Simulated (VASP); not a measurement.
# Co2Si (P6_3/mmc) in VASP: single point with r2SCAN

Aim: the single point of Co2Si with r2SCAN.

All numbers are computed with VASP 6.6.1; they aren't measurements. Logs are shortened: lines on timing, memory, paths and dates and some standing lists are left out, and cuts for length are marked.

### 1 The cell of the first run

Symmetry: P6_3/mmc, No. 194, hexagonal system. The conventional cell has a = 3.898 Å, b = 3.898 Å, c = 4.963 Å, α = 90.00°, β = 90.00°, γ = 120.00°. Within 3.0 Å of Si (site symmetry -6m2) lie 11 Co at 2.25 to 2.57 Å. Within 3.3 Å of Co (site symmetry -3m) lie 8 Co at 2.48 to 2.57 Å and 6 Si at 2.57 Å. Within 3.0 Å of Co (site symmetry -6m2) lie 5 Si at 2.25 to 2.48 Å and 6 Co at 2.57 Å.

### 2 Single point, r2SCAN, collinear spin, ferromagnetic start

POSCAR

```
Co2Si
1.0
    3.8980505147      0.0000000000      0.0000000000
   -1.9490252574      3.3758107710      0.0000000000
    0.0000000000      0.0000000000      4.9631044955
Si Co
2 4
Direct
    0.3333333333      0.6666666667      0.7500000000
    0.6666666667      0.3333333333      0.2500000000
    0.0000000000      0.0000000000      0.0000000000
    0.0000000000      0.0000000000      0.5000000000
    0.3333333333      0.6666666667      0.2500000000
    0.6666666667      0.3333333333      0.7500000000
```

INCAR.step1

```
ALGO     = Normal         # electronic algorithm
EDIFF    = 1E-4           # SCF threshold, eV
ENCUT    = 520            # plane-wave cutoff, eV
GGA      = PE             # functional
ISMEAR   = 0              # smearing method
ISPIN    = 2              # spin polarisation
LASPH    = True           # aspherical terms in the spheres
LCHARG   = False          # write CHGCAR
LMAXMIX  = 4              # l up to which the mixer works
LREAL    = False          # projectors in reciprocal space
LWAVE    = True           # write WAVECAR
MAGMOM   = 0 0 3 3 3 3    # initial moments
NBANDS   = 35             # bands
NELM     = 150            # most SCF steps
PREC     = Accurate       # precision mode
SIGMA    = 0.1            # smearing width, eV
```

INCAR.step2

```
ALGO     = Normal         # electronic algorithm
EDIFF    = 1E-6           # SCF threshold, eV
ENCUT    = 520            # plane-wave cutoff, eV
ISIF     = 2              # what is computed and relaxed
ISMEAR   = 0              # smearing method
ISPIN    = 2              # spin polarisation
ISTART   = 1            
LASPH    = True           # aspherical terms in the spheres
LCHARG   = False          # write CHGCAR
LMAXMIX  = 4              # l up to which the mixer works
LMIXTAU  = True         
LORBIT   = 11             # projections on sites
LREAL    = False          # projectors in reciprocal space
LWAVE    = False          # write WAVECAR
MAGMOM   = 0 0 3 3 3 3    # initial moments
METAGGA  = R2SCAN         # meta-GGA
NBANDS   = 35             # bands
NELM     = 150            # most SCF steps
PREC     = Accurate       # precision mode
SIGMA    = 0.1            # smearing width, eV
```

KPOINTS

```
k-points
0
Gamma
  6 6 4
```

Potentials or basis: VASP PAW PBE potentials, release 64 (Si, Co).

Launch:

```
cat potpaw_PBE.64/Si/POTCAR potpaw_PBE.64/Co/POTCAR > POTCAR
cp INCAR.step1 INCAR
mpirun -np 1 vasp_std > vasp.out
cp INCAR.step2 INCAR
mpirun -np 1 vasp_std > vasp.out
```

OUTCAR:

```text
EDIFF = 1E-6
   ENCUT = 520
   ISIF = 2
   ISMEAR = 0
   ISPIN = 2
   ISTART = 1
   LASPH = True
   LORBIT = 11
   LREAL = False
   METAGGA = R2SCAN
   NELM = 150
   PREC = Accurate

 ion  position               nearest neighbor table
   1  0.333  0.667  0.750-   6 2.25   6 2.25   6 2.25   5 2.48   5 2.48   3 2.57   4 2.57   4 2.57
                             3 2.57   4 2.57   3 2.57
   2  0.667  0.333  0.250-   5 2.25   5 2.25   5 2.25   6 2.48   6 2.48   3 2.57   4 2.57   3 2.57
                             4 2.57   3 2.57   4 2.57
   3  0.000  0.000  0.000-   4 2.48   4 2.48   1 2.57   5 2.57   6 2.57   2 2.57   2 2.57   6 2.57
                             1 2.57   5 2.57   2 2.57   6 2.57   1 2.57   5 2.57
   4  0.000  0.000  0.500-   3 2.48   3 2.48   1 2.57   5 2.57   6 2.57   2 2.57   2 2.57   6 2.57
                             1 2.57   5 2.57   2 2.57   6 2.57   1 2.57   5 2.57
   5  0.333  0.667  0.250-   2 2.25   2 2.25   2 2.25   1 2.48   1 2.48   3 2.57   4 2.57   4 2.57
                             3 2.57   4 2.57   3 2.57
   6  0.667  0.333  0.750-   1 2.25   1 2.25   1 2.25   2 2.48   2 2.48   3 2.57   4 2.57   3 2.57
                             4 2.57   3 2.57   4 2.57

  LATTYP: Found a hexagonal cell.
 ALAT       =     3.8980505147
 C/A-ratio  =     1.2732273419

  Lattice vectors:

 A1 = (   3.8980505147,   0.0000000000,   0.0000000000)
 A2 = (  -1.9490252574,   3.3758107710,   0.0000000000)
 A3 = (   0.0000000000,   0.0000000000,   4.9631044955)

Analysis of symmetry for initial positions (statically):
=====================================================================
 Subroutine PRICEL returns:
 Original cell was already a primitive cell.

 Routine SETGRP: Setting up the symmetry group for a
 hexagonal supercell.

 Subroutine GETGRP returns: Found 24 space group operations
 (whereof 12 operations were pure point group operations)
 out of a pool of 24 trial point group operations.

The static configuration has the point symmetry D_3d.
 The point group associated with its full space group is D_6h.

Analysis of symmetry for dynamics (positions and initial velocities):
=====================================================================
 Subroutine PRICEL returns:
 Original cell was already a primitive cell.

 Routine SETGRP: Setting up the symmetry group for a
 hexagonal supercell.

 Subroutine GETGRP returns: Found 24 space group operations
 (whereof 12 operations were pure point group operations)
 out of a pool of 24 trial point group operations.

The dynamic configuration has the point symmetry D_3d.
 The point group associated with its full space group is D_6h.

Analysis of structural, dynamic, and magnetic symmetry:
[... 160 lines left out ...]
  ---------------------------------------------------
  ext. energy  EPLUGINS =         0.00000000
  ---------------------------------------------------
  free energy    TOTEN  =       -71.61447330 eV

  energy without entropy =      -71.58766711  energy(sigma->0) =      -71.60107021

 E-fermi :  11.1276     XC(G=0): -14.1296

 val. band max:       11.1160872604   @ k =   0.1667   0.1667   0.0000
 cond. band min:      11.1390478606   @ k =   0.3333   0.0000   0.0000
 fundamental gap:      0.0229606002
 Fermi energy:        11.1276039803

 spin component 1

 k-point     1 :       0.0000    0.0000    0.0000
  band No.  band energies     occupation
      1      -1.6225      1.00000
      2       2.9761      1.00000
      3       4.7707      1.00000
      4       6.2019      1.00000
      5       6.2019      1.00000
      6       7.6068      1.00000
[... 766 lines left out ...]
     33      20.9492      0.00000
     34      20.9492      0.00000
 Fermi energy:        11.1276039803

 spin component 2

 k-point     1 :       0.0000    0.0000    0.0000
  band No.  band energies     occupation
      1      -1.6224      1.00000
      2       2.9767      1.00000
      3       4.7703      1.00000
      4       6.2022      1.00000
      5       6.2022      1.00000
      6       7.6072      1.00000
[... 766 lines left out ...]
     33      20.9494      0.00000
     34      20.9494      0.00000
 [bands above 34 left out]

------------------------ aborting loop because EDIFF is reached ----------------------------------------

  FORCE on cell =-STRESS in cart. coord.  units (eV):
  Direction    XX          YY          ZZ          XY          YZ          ZX
  --------------------------------------------------------------------------------------
  -------------------------------------------------------------------------------------
  Total       -4.1600370     -4.1600370     -5.4088158      0.0000000      0.0000000      0.0000000
  in kB     -102.0537099   -102.0537099   -132.6886569      0.0000000      0.0000000      0.0000000
  external PRESSURE =    -112.2653589 kB  Pullay stress =       0.0000000 kB

 VOLUME and BASIS-vectors are now :
 -----------------------------------------------------------------------------
  energy-cutoff  :      520.00
  volume of cell :       65.31
      direct lattice vectors                 reciprocal lattice vectors
     3.898050515  0.000000000  0.000000000     0.256538492  0.148112567  0.000000000
    -1.949025257  3.375810771  0.000000000     0.000000000  0.296225135  0.000000000
     0.000000000  0.000000000  4.963104495     0.000000000  0.000000000  0.201486791

 POSITION                                       TOTAL-FORCE (eV/Angst)
 -----------------------------------------------------------------------------------
     -0.00000      2.25054      3.72233         0.000000     -0.000000      0.000000
      1.94903      1.12527      1.24078        -0.000000      0.000000      0.000000
      0.00000      0.00000      0.00000         0.000000      0.000000      0.000000
      0.00000      0.00000      2.48155         0.000000      0.000000      0.000000
     -0.00000      2.25054      1.24078         0.000000     -0.000000      0.000000
      1.94903      1.12527      3.72233        -0.000000      0.000000      0.000000
 -----------------------------------------------------------------------------------
    total drift:                                0.000000     -0.000000      0.000000

  FREE ENERGIE OF THE ION-ELECTRON SYSTEM (eV)
  ---------------------------------------------------
  free  energy   TOTEN  =       -71.6144733013 eV

  energy  without entropy=      -71.5876671121  energy(sigma->0) =      -71.60107021

 total charge

# of ion       s       p       d       tot
------------------------------------------
    1        0.720   0.890   0.000   1.611
    2        0.720   0.890   0.000   1.611
    3        0.427   0.554   7.392   8.373
    4        0.427   0.554   7.392   8.373
    5        0.492   0.606   7.536   8.633
    6        0.492   0.606   7.536   8.633
--------------------------------------------------
tot          3.278   4.099  29.857  37.234

 magnetization (x)

# of ion       s       p       d       tot
------------------------------------------
    1        0.000   0.000   0.000   0.000
    2        0.000   0.000   0.000   0.000
    3       -0.000  -0.000  -0.001  -0.001
    4       -0.000  -0.000  -0.001  -0.001
    5        0.000   0.000   0.002   0.003
    6        0.000   0.000   0.002   0.003
--------------------------------------------------
tot          0.000   0.000   0.002   0.003
```

Run time: 6.2 min. Hardware: 1 thread of Intel Xeon Platinum 8375C at 2.90GHz (Ice Lake), shared host; peak memory 0.26 GiB.

Results:

```yaml
Free_energy: -71.6145 eV
Pressure: -11.2 GPa
Band_gap_on_the_k_mesh: zero (filled and empty bands overlap)
Net_moment: 0.00 μB per cell
Valence_electrons_inside_the_program's_atomic_spheres: Si 1.61; Co 8.37, 8.63
```

Stress tensor (GPa, compression positive):
```
-10.21   0.00   0.00
  0.00 -10.21   0.00
  0.00   0.00 -13.27
```

Caveat: the starting moments collapsed, and a magnetic state may lie lower; the PAW data sets were made with another functional, which shifts forces and pressure a little.
